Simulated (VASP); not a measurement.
Here is a VASP 6.6.1 calculation.

INCAR

```
  PREC = Accurate
  ENCUT = 520
  EDIFF = 1E-7
  ISMEAR = 0
  SIGMA = 0.05
  LREAL = False
  LASPH = True
  NELM = 150
  ALGO = Normal
  ISIF = 2
  LWAVE = False
  LCHARG = True
  LMAXMIX = 4
  LDAU = True
  LDAUTYPE = 2
  LDAUL = 2 -1
  LDAUU = 4 0
  LDAUJ = 0 0
  LDAUPRINT = 1
  GGA = PE
  LELF = True
  LVHAR = True
  NBANDS = 33
```

KPOINTS

```
Automatic mesh
0
Gamma
  8 8 8
```

The input POSCAR:

```
TiO2
1.0
   -1.9089353641      1.9089353641      5.6216154500
    1.9089353641     -1.9089353641      5.6216154500
    1.9089353641      1.9089353641     -5.6216154500
Ti O
2 4
Direct
    0.0000000000      0.0000000000      0.0000000000
    0.7500000000      0.2500000000      0.5000000000
    0.2052765759      0.2052765759      0.0000000000
    0.9552765759      0.4552765759      0.5000000000
    0.5447234241      0.0447234241      0.5000000000
    0.7947234241      0.7947234241      0.0000000000
```

Potentials or basis: VASP PAW PBE potentials, release 64 (Ti_sv, O).

Launch:

```sh
$ cat potpaw_PBE.64/Ti_sv/POTCAR potpaw_PBE.64/O/POTCAR > POTCAR
$ mpirun -np 1 vasp_std > vasp.out
```

**Question.** Estimate the pressure.

**Answer.** -15.1 GPa.

**Question.** What does it give for the largest force?

**Answer.** 0.814 eV/Å.

**Question.** What does it give for the band gap on the k mesh?

**Answer.** 2.34 eV (least direct gap 2.57 eV).

Forces on the atoms (eV/Å):
```
Ti   0.000  0.000  0.000
Ti   0.000  0.000  0.000
O    0.000  0.000 -0.814
O    0.000  0.000 -0.814
O    0.000  0.000  0.814
O    0.000  0.000  0.814
```

Caveat: the cell differs from its parent crystal (strain +0.1500 x Voigt [0, 0, 1, 0, 0, 0]); the cell stands under tension. A k mesh can miss the band edges.
